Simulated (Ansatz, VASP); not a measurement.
## One calculation of NaCl, two programs

INCAR

```
SYSTEM = NaCl
PREC     = Accurate       ! precision mode
ENCUT    = 520            ! plane-wave cutoff, eV
EDIFF    = 1E-8           ! SCF threshold, eV
ISMEAR   = -1             ! smearing method
SIGMA    = 0.03           ! smearing width, eV
LREAL    = .FALSE.        ! projectors in reciprocal space
LASPH    = .TRUE.         ! aspherical terms in the spheres
NELM     = 80             ! most SCF steps
ALGO     = Normal         ! electronic algorithm
ISIF     = 2              ! what is computed and relaxed
LWAVE    = .FALSE.        ! write WAVECAR
LCHARG   = .FALSE.        ! write CHGCAR
GGA      = PS             ! functional
LEFG     = .TRUE.       
NBANDS   = 14             ! bands
```

The input KPOINTS:

```
regular mesh
0
G
  9 9 9
  0 0 0
```

Contents of POSCAR:

```
NaCl
1.0
    2.8695017309      0.0000000000      0.0000000000
    0.0000000000      2.8695017309      0.0000000000
    0.0000000000      0.0000000000      2.8695017309
Na Cl
1 1
Direct
    0.0000000000      0.0000000000      0.0000000000
    0.5000000000      0.5000000000      0.5000000000
```

Input for Ansatz:

```yaml
crystal:
  lattice:
    - [2.8695017309, 0.0, 0.0]
    - [0.0, 2.8695017309, 0.0]
    - [0.0, 0.0, 2.8695017309]
  atoms:
    - { symbol: Na, position: [0.0, 0.0, 0.0] }
    - { symbol: Cl, position: [0.5, 0.5, 0.5] }
kpoints:
  mp_grid: { grid: [9, 9, 9] }
scf:
  occupations: { method: fermi_dirac, width: 0.03 }
hamiltonian:
  xc: pbesol
  pseudopotentials: { kind: all_electron, datasets: crystal }
output:
  forces: true
  stress: true
  eigenvalues: true
  efg: { contact_densities: true }
```

Change from the starting cell: volume scaled by 1.01, crystal datasets.

Alike in both runs: task electric field gradients; functional PBEsol; k mesh 9 × 9 × 9; occupations fermi-dirac, width 0.03 eV; no spin polarisation.

```csv
,VASP,Ansatz
version,VASP 6.6.1,Ansatz 0.2.0
potentials or method,"VASP PAW PBE potentials, release 64 (Na_pv, Cl), cutoff 520 eV","all-electron PAW with datasets made for the crystal, scalar-relativistic"
```

|  | VASP | Ansatz | Ansatz less VASP |
| --- | --- | --- | --- |
| gap on the k mesh at the Fermi level (eV) | 4.59 | 4.54 | -0.054 |
| pressure (GPa) | 57.6 | 57.1 | -0.58 |

VASP's potentials were made for PBE, not for PBEsol. Both programs put the cell under a high pressure, so it lies far from rest at this level. Ansatz ran all-electron here, and VASP with PAW potentials.
